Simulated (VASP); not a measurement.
# Ni (Fm-3m) in VASP: notebook

The runs below take Ni through single point, with r2SCAN.

Everything below comes from runs of VASP 6.6.1. Logs are shortened: lines on timing, memory, paths and dates and some standing lists are left out, and cuts for length are marked.

## Step 1: The cell of the first run

It takes space group Fm-3m (No. 225, cubic). Conventional cell: a = 3.475 Å, b = 3.475 Å, c = 3.475 Å, α = 90.00°, β = 90.00°, γ = 90.00°. Ni (site symmetry m-3m) has 12 Ni at 2.46 Å within 3.2 Å.

## Step 2: Single point, r2SCAN, collinear spin, ferromagnetic start

POSCAR

```
Ni
1.0
    0.0000000000      1.7375729330      1.7375729330
    1.7375729330      0.0000000000      1.7375729330
    1.7375729330      1.7375729330      0.0000000000
Ni
1
Direct
    0.0000000000      0.0000000000      0.0000000000
```

INCAR.step1

```
PREC = Accurate
ENCUT = 760
ISMEAR = -1
SIGMA = 0.05
LREAL = False
LASPH = True
NELM = 200
ISPIN = 2
MAGMOM = 1
LMAXMIX = 4
NBANDS = 19
GGA = PE
ALGO = Normal
EDIFF = 1E-5
LWAVE = True
LCHARG = False
GGA_COMPAT = False
```

INCAR.step2

```
PREC = Accurate
ENCUT = 760
EDIFF = 1E-6
ISMEAR = -1
SIGMA = 0.05
LREAL = False
LASPH = True
NELM = 200
ALGO = Normal
ISIF = 2
LWAVE = False
LCHARG = False
ISPIN = 2
MAGMOM = 1
LORBIT = 11
LMAXMIX = 4
METAGGA = R2SCAN
LMIXTAU = True
NBANDS = 19
ISTART = 1
GGA_COMPAT = False
```

KPOINTS

```
regular mesh
0
Gamma
  13 13 13
```

Potentials or basis: VASP PAW PBE potentials, release 64 (Ni_sv_GW).

On the command line:

```
$ cat potpaw_PBE.64/Ni_sv_GW/POTCAR > POTCAR
$ cp INCAR.step1 INCAR
$ mpirun -np 1 vasp_std > vasp.out
$ cp INCAR.step2 INCAR
$ mpirun -np 1 vasp_std > vasp.out
```

OUTCAR:

```text
PREC = Accurate
   ENCUT = 760
   EDIFF = 1E-6
   ISMEAR = -1
   LREAL = False
   LASPH = True
   NELM = 200
   ISIF = 2
   ISPIN = 2
   LORBIT = 11
   METAGGA = R2SCAN
   ISTART = 1

 ion  position               nearest neighbor table
   1  0.000  0.000  0.000-

  LATTYP: Found a face centered cubic cell.
 ALAT       =     3.4751458660

  Lattice vectors:

 A1 = (   0.0000000000,   1.7375729330,   1.7375729330)
 A2 = (   1.7375729330,   0.0000000000,   1.7375729330)
 A3 = (   1.7375729330,   1.7375729330,   0.0000000000)

Analysis of symmetry for initial positions (statically):
=====================================================================
 Subroutine PRICEL returns:
 Original cell was already a primitive cell.

 Routine SETGRP: Setting up the symmetry group for a
 face centered cubic supercell.

 Subroutine GETGRP returns: Found 48 space group operations
 (whereof 48 operations were pure point group operations)
 out of a pool of 48 trial point group operations.

The static configuration has the point symmetry O_h .

Analysis of symmetry for dynamics (positions and initial velocities):
=====================================================================
 Subroutine PRICEL returns:
 Original cell was already a primitive cell.

 Routine SETGRP: Setting up the symmetry group for a
 face centered cubic supercell.

 Subroutine GETGRP returns: Found 48 space group operations
 (whereof 48 operations were pure point group operations)
 out of a pool of 48 trial point group operations.

The dynamic configuration has the point symmetry O_h .

Analysis of structural, dynamic, and magnetic symmetry:
=====================================================================
 Subroutine PRICEL returns:
 Original cell was already a primitive cell.

 Routine SETGRP: Setting up the symmetry group for a
 face centered cubic supercell.

 Subroutine GETGRP returns: Found 48 space group operations
 (whereof 48 operations were pure point group operations)
 out of a pool of 48 trial point group operations.

The overall configuration has the point symmetry O_h .

 Subroutine INISYM returns: Found 48 space group operations
 (whereof 48 operations are pure point group operations),
 and found     1 'primitive' translations

----------------------------------------------------------------------------------------

                                     Primitive cell

  volume of cell :      10.4920

  direct lattice vectors                    reciprocal lattice vectors
     0.000000000  1.737572933  1.737572933    -0.287757705  0.287757705  0.287757705
     1.737572933  0.000000000  1.737572933     0.287757705 -0.287757705  0.287757705
     1.737572933  1.737572933  0.000000000     0.287757705  0.287757705 -0.287757705

  length of vectors
     2.457299207  2.457299207  2.457299207     0.498410966  0.498410966  0.498410966

  position of ions in fractional coordinates (direct lattice)
     0.000000000  0.000000000  0.000000000

  ion indices of the primitive-cell ions
   primitive index   ion index
                 1           1

----------------------------------------------------------------------------------------

 KPOINTS: regular mesh

Automatic generation of k-mesh.
 Grid dimensions read from file:
 generate k-points for:   13   13   13

 Generating k-lattice:

  Cartesian coordinates                     Fractional coordinates (reciprocal lattice)
    -0.022135208  0.022135208  0.022135208     0.076923077  0.000000000  0.000000000
     0.022135208 -0.022135208  0.022135208     0.000000000  0.076923077  0.000000000
     0.022135208  0.022135208 -0.022135208     0.000000000  0.000000000  0.076923077

  Length of vectors
     0.038339305  0.038339305  0.038339305

  Shift w.r.t. Gamma in fractional coordinates (k-lattice)
     0.000000000  0.000000000  0.000000000

 Subroutine IBZKPT returns following result:
 ===========================================

 Found     84 irreducible k-points:

 Following reciprocal coordinates:
            Coordinates               Weight
  0.000000  0.000000  0.000000      1.000000
  0.076923  0.000000  0.000000      8.000000
  0.153846  0.000000  0.000000      8.000000
  0.230769  0.000000  0.000000      8.000000
  0.307692  0.000000  0.000000      8.000000
  0.384615  0.000000  0.000000      8.000000
[... 16 lines left out ...]
  0.384615  0.153846  0.000000     24.000000
  0.461538  0.153846  0.000000     24.000000
 [... further k-points ...]
   k-points           NKPTS =     84   k-points in BZ     NKDIM =     84   number of bands    NBANDS=     19
   number of dos      NEDOS =    301   number of ions     NIONS =      1
   total plane-waves  NPLWV =  13824
   dimension x,y,z NGX =    24 NGY =   24 NGZ =   24
   dimension x,y,z NGXF=    48 NGYF=   48 NGZF=   48
   ions per type =               1
   NGX,Y,Z   is equivalent  to a cutoff of  16.24, 16.24, 16.24 a.u.
   NGXF,Y,Z  is equivalent  to a cutoff of  32.47, 32.47, 32.47 a.u.
 SYSTEM =  unknown system
   PREC   = accura    normal or accurate (medium, high low for compatibility)
   ISTART =      1    job   : 0-new  1-cont  2-samecut
   ICHARG =      0    charge: 1-file 2-atom 10-const
   ISPIN  =      2    spin polarized calculation?
   LNONCOLLINEAR =      F non collinear calculations
   LSORBIT =      F    spin-orbit coupling
   LASPH  =      T    aspherical Exc in radial PAW
   ENCUT  =  760.0 eV  55.86 Ry    7.47 a.u.   5.52  5.52  5.52*2*pi/ulx,y,z
   NELM   =    200;   NELMIN=  2; NELMDL=  0     # of ELM steps
   EDIFF  = 0.1E-05   stopping-criterion for ELM
   LREAL  =      F    real-space projection
   EDIFFG = 0.1E-04   stopping-criterion for IOM
   NSW    =      0    number of steps for IOM
   IBRION =     -1    ionic relax: 0-MD 1-quasi-New 2-CG
   NFREE  =      0    steps in history (QN), initial steepest desc. (CG)
   ISIF   =      2    stress and relaxation
   ISYM   =      2    0-nonsym 1-usesym 2-fastsym
   POTIM  = 0.5000    time-step for ionic-motion
   TEBEG  =    0.0;   TEEND  =   0.0 temperature during run
   PSTRESS=    0.0 pullay stress
   NELECT =      18.0000    total number of electrons
   NUPDOWN=      -1.0000    fix difference up-down
   EMIN   =  10.00;   EMAX   =-10.00  energy-range for DOS
   EFERMI =   0.00;   METHOD = LEGACY
   ISMEAR =    -1;   SIGMA  =   0.05  broadening in eV -4-tet -1-fermi 0-gaus
   EFERMI_NEDOS =   21; number of points for ismear=-14 and -15
   IALGO  =     38    algorithm
   IMIX   =      4    mixing-type and parameters
     AMIX     =   0.40;   BMIX     =  1.00
     AMIX_MAG =   1.60;   BMIX_MAG =  1.00
  volume/ion in A,a.u.               =      10.49        70.80
  Fermi-wavevector in a.u.,A,eV,Ry     =   1.959804  3.703492 52.257684  3.840831
  Thomas-Fermi vector in A             =   2.985109
   LORBIT       =     11    0 simple, 1 ext, 2 COOP (PROOUT), +10 PAW based schemes
   METAGGA = R2SCAN    functional components
   LHFCALC =     F    Hartree Fock is set to
   AEXX    =    0.0000 exact exchange contribution
   IVDW    =     0    specifies the selected vdW correction
   LEPSILON=     F    determine dielectric tensor
   LRPA    =     F    only Hartree local field effects (RPA)
 spin polarized calculation
  energy-cutoff  :      760.00
  volume of cell :       10.49
 maximum number of plane-waves:       531
 NGX is ok and might be reduce to    24
   NGX = 11   NGY = 11   NGZ = 11

 number of electron      17.9999993 magnetization       0.7160229

 Free energy of the ion-electron system (eV)
  ---------------------------------------------------
  ext. energy  EPLUGINS =         0.00000000
  ---------------------------------------------------
  free energy    TOTEN  =       -12.90790980 eV

  energy without entropy =      -12.89673100  energy(sigma->0) =      -12.90232040

 E-fermi :   8.2645     XC(G=0): -15.3725

 val. band max:        8.2635302325   @ k =  -0.4615   0.4615   0.0000
 cond. band min:       8.2691301846   @ k =  -0.3077   0.3077   0.0769
 fundamental gap:      0.0055999521
 Fermi energy:         8.2645390201

 spin component 1

 k-point     1 :       0.0000    0.0000    0.0000
  band No.  band energies     occupation
      1     -99.5986      1.00000
      2     -58.3579      1.00000
      3     -58.3579      1.00000
      4     -58.3579      1.00000
      5      -1.5325      1.00000
      6       5.1802      1.00000
[... 11 lines left out ...]
     18      43.5790      0.00000
     19      50.5081      0.00000

 k-point     2 :       0.0769    0.0000    0.0000
  band No.  band energies     occupation
      1     -99.5963      1.00000
      2     -58.3724      1.00000
      3     -58.3599      1.00000
      4     -58.3599      1.00000
      5      -1.2872      1.00000
      6       5.1181      1.00000
[... 476 lines left out ...]
 k-point    24 :       0.4615    0.1538    0.0000
  band No.  band energies     occupation
      1     -99.5574      1.00000
      2     -58.5770      1.00000
      3     -58.4206      1.00000
      4     -58.4067      1.00000
      5       3.0854      1.00000
      6       4.8598      1.00000
[... 11 lines left out ...]
     18      49.3989      0.00000
     19      58.6872      0.00000

 [... further k-points ...]

 spin component 2

 k-point     1 :       0.0000    0.0000    0.0000
  band No.  band energies     occupation
      1     -98.2747      1.00000
      2     -57.0488      1.00000
      3     -57.0488      1.00000
      4     -57.0488      1.00000
      5      -1.8064      1.00000
      6       6.5285      1.00000
[... 11 lines left out ...]
     18      43.5963      0.00000
     19      51.0422      0.00000

 k-point     2 :       0.0769    0.0000    0.0000
  band No.  band energies     occupation
      1     -98.2722      1.00000
      2     -57.0644      1.00000
      3     -57.0509      1.00000
      4     -57.0509      1.00000
      5      -1.5587      1.00000
      6       6.4482      1.00000
[... 476 lines left out ...]
 k-point    24 :       0.4615    0.1538    0.0000
  band No.  band energies     occupation
      1     -98.2306      1.00000
      2     -57.2840      1.00000
      3     -57.1156      1.00000
      4     -57.1006      1.00000
      5       3.5986      1.00000
      6       5.4334      1.00000
[... 11 lines left out ...]
     18      49.6943      0.00000
     19      58.9936      0.00000

 [... further k-points ...]

------------------------ aborting loop because EDIFF is reached ----------------------------------------

  FORCE on cell =-STRESS in cart. coord.  units (eV):
  Direction    XX          YY          ZZ          XY          YZ          ZX
  --------------------------------------------------------------------------------------
  -------------------------------------------------------------------------------------
  Total       -0.0247693     -0.0247693     -0.0247693      0.0000000      0.0000000      0.0000000
  in kB       -3.7823779     -3.7823779     -3.7823779      0.0000000      0.0000000      0.0000000
  external PRESSURE =      -3.7823779 kB  Pullay stress =       0.0000000 kB

 VOLUME and BASIS-vectors are now :
 -----------------------------------------------------------------------------
  energy-cutoff  :      760.00
  volume of cell :       10.49
      direct lattice vectors                 reciprocal lattice vectors
     0.000000000  1.737572933  1.737572933    -0.287757705  0.287757705  0.287757705
     1.737572933  0.000000000  1.737572933     0.287757705 -0.287757705  0.287757705
     1.737572933  1.737572933  0.000000000     0.287757705  0.287757705 -0.287757705

 POSITION                                       TOTAL-FORCE (eV/Angst)
 -----------------------------------------------------------------------------------
      0.00000      0.00000      0.00000         0.000000      0.000000     -0.000000
 -----------------------------------------------------------------------------------
    total drift:                               -0.000000      0.000000      0.000000

  FREE ENERGIE OF THE ION-ELECTRON SYSTEM (eV)
  ---------------------------------------------------
  free  energy   TOTEN  =       -12.9079097994 eV

  energy  without entropy=      -12.8967310013  energy(sigma->0) =      -12.90232040

 total charge

# of ion       s       p       d       f       tot
--------------------------------------------------
    1        2.244   6.321   7.816   0.006  16.386

 magnetization (x)

# of ion       s       p       d       f       tot
--------------------------------------------------
    1       -0.004  -0.030   0.819  -0.001   0.785
```

Run time: 2.7 min. Hardware: 1 thread of Intel Xeon Platinum 8375C at 2.90GHz (Ice Lake), shared host; peak memory 0.2 GiB.

Results:

```
Free energy                                           : -12.9079 eV
Pressure                                              : -0.4 GPa
Net moment                                            : 0.72 μB per cell
Site moments                                          : Ni +0.79 μB
Valence electrons inside the program's atomic spheres : Ni 16.39
```

Caveat: the PAW data sets were made with another functional, which shifts forces and pressure a little.

## Step 3: Single point, r2SCAN, collinear spin, ferromagnetic start

This run uses another cell than the first one, of 10.28 Å³/atom.

POSCAR

```
Ni
1.0
    0.0000000000      1.7259110183      1.7259110183
    1.7259110183      0.0000000000      1.7259110183
    1.7259110183      1.7259110183      0.0000000000
Ni
1
Direct
    0.0000000000      0.0000000000      0.0000000000
```

INCAR.step1

```
SYSTEM = Ni
PREC     = Accurate       ! precision mode
ENCUT    = 760            ! plane-wave cutoff, eV
ISMEAR   = -1             ! smearing method
SIGMA    = 0.05           ! smearing width, eV
LREAL    = .False.        ! projectors in reciprocal space
LASPH    = .True.         ! aspherical terms in the spheres
NELM     = 200            ! most SCF steps
ISPIN    = 2              ! spin polarisation
MAGMOM   = 1              ! initial moments
LMAXMIX  = 4              ! l up to which the mixer works
NBANDS   = 19             ! bands
GGA      = PE             ! functional
ALGO     = Normal         ! electronic algorithm
EDIFF    = 1E-5           ! SCF threshold, eV
LWAVE    = .True.         ! write WAVECAR
LCHARG   = .False.        ! write CHGCAR
GGA_COMPAT= .False.
```

INCAR.step2

```
SYSTEM = Ni
PREC     = Accurate       ! precision mode
ENCUT    = 760            ! plane-wave cutoff, eV
EDIFF    = 1E-6           ! SCF threshold, eV
ISMEAR   = -1             ! smearing method
SIGMA    = 0.05           ! smearing width, eV
LREAL    = .False.        ! projectors in reciprocal space
LASPH    = .True.         ! aspherical terms in the spheres
NELM     = 200            ! most SCF steps
ALGO     = Normal         ! electronic algorithm
ISIF     = 2              ! what is computed and relaxed
LWAVE    = .False.        ! write WAVECAR
LCHARG   = .True.         ! write CHGCAR
ISPIN    = 2              ! spin polarisation
MAGMOM   = 1              ! initial moments
LORBIT   = 11             ! projections on sites
LMAXMIX  = 4              ! l up to which the mixer works
METAGGA  = R2SCAN         ! meta-GGA
LMIXTAU  = .True.       
LELF     = .True.         ! ELF
LVHAR    = .True.       
NBANDS   = 19             ! bands
ISTART   = 1            
GGA_COMPAT= .False.
```

KPOINTS

```
regular mesh
0
Gamma
  13 13 13
  0 0 0
```

Potentials or basis: VASP PAW PBE potentials, release 64 (Ni_sv_GW).

On the command line:

```
$ cat potpaw_PBE.64/Ni_sv_GW/POTCAR > POTCAR
$ cp INCAR.step1 INCAR
$ mpirun -np 1 vasp_std > vasp.out
$ cp INCAR.step2 INCAR
$ mpirun -np 1 vasp_std > vasp.out
```

Run time: 1.9 min. Hardware: 1 thread of Intel Xeon 6975P-C (Granite Rapids), shared host; peak memory 0.2 GiB.

The run converged. Its results:

| Item | Value |
| --- | --- |
| Free energy | -12.9052 eV |
| Pressure | 4.3 GPa |
| Net moment | 0.69 μB per cell |
| Site moments | Ni +0.76 μB |
| Valence electrons inside the program's atomic spheres | Ni 16.41 |

Levels at points of the mesh, in eV from the Fermi level:
Spin up:
| k point | band 5 | band 6 | band 7 | band 8 | band 9 | band 10 | band 11 | band 12 | band 13 | band 14 |
| --- | --- | --- | --- | --- | --- | --- | --- | --- | --- | --- |
| (0.00, 0.00, 0.00) | -9.94 | -3.11 | -3.11 | -3.11 | -1.72 | -1.72 | 24.71 | 29.37 | 29.37 | 29.37 |
Spin down:
| k point | band 6 | band 7 | band 8 | band 9 | band 10 | band 11 | band 12 | band 13 |
| --- | --- | --- | --- | --- | --- | --- | --- | --- |
| (0.00, 0.00, 0.00) | -1.80 | -1.80 | -1.80 | -0.98 | -0.98 | 24.30 | 29.44 | 29.44 |

Caveat: the cell stands under pressure; the PAW data sets were made with another functional, which shifts forces and pressure a little.
